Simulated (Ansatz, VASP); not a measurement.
## Two plane-wave programs on ZrN

Contents of INCAR:

```
SYSTEM = ZrN
ALGO = Normal ; EDIFF = 1E-8
ENCUT = 520 ; GGA = CA
GGA_COMPAT = .False. ; ISIF = 2
ISMEAR = -1 ; LASPH = .True.
LCHARG = .False. ; LEFG = .True.
LREAL = .False. ; LWAVE = .False.
NBANDS = 16 ; NELM = 120
PREC = Accurate ; SIGMA = 0.03
```

The input KPOINTS:

```
k-points
0
Gamma
  9 9 9
  0 0 0
```

Contents of POSCAR:

```
ZrN
1.0
    0.0000000000      2.2688991354      2.2688991354
    2.2688991354      0.0000000000      2.2688991354
    2.2688991354      2.2688991354      0.0000000000
Zr N
1 1
Direct
    0.0000000000      0.0000000000      0.0000000000
    0.5000000000      0.5000000000      0.5000000000
```

Input for Ansatz:

```yaml
crystal:
  lattice:
    - [0.0, 2.2688991354, 2.2688991354]
    - [2.2688991354, 0.0, 2.2688991354]
    - [2.2688991354, 2.2688991354, 0.0]
  atoms:
    - { symbol: Zr, position: [0.0, 0.0, 0.0] }
    - { symbol: "N", position: [0.5, 0.5, 0.5] }
kpoints:
  mp_grid: { grid: [9, 9, 9] }
scf:
  occupations: { method: fermi_dirac, width: 0.03 }
hamiltonian:
  xc: lda
  pseudopotentials: { kind: paw }
output:
  forces: true
  stress: true
  eigenvalues: true
  efg: { contact_densities: true }
```

Change from the starting cell: volume scaled by 0.98, PAW files.

Alike in both runs: task electric field gradients; functional LDA; k mesh 9 × 9 × 9; occupations fermi-dirac, width 0.03 eV; no spin polarisation.

|  | VASP | Ansatz |
| --- | --- | --- |
| version | VASP 6.6.1 | Ansatz 0.2.0 |
| potentials or method | VASP PAW LDA potentials, release 64 (Zr_sv, N) | PAW with Ansatz's default frozen-core files, scalar-relativistic |
| plane-wave cutoff (eV) | 520 | 420 |
| valence electrons in the cell | 17 | 17 |

Ansatz gave:

| Quantity | Value |
| --- | --- |
| pressure (GPa) | -2.4 |

Task: Which values does VASP return?

Result: Pressure (GPa): -1.7.

LDA's correlation is that of Perdew and Zunger in VASP and of Perdew and Wang (1992) in Ansatz.
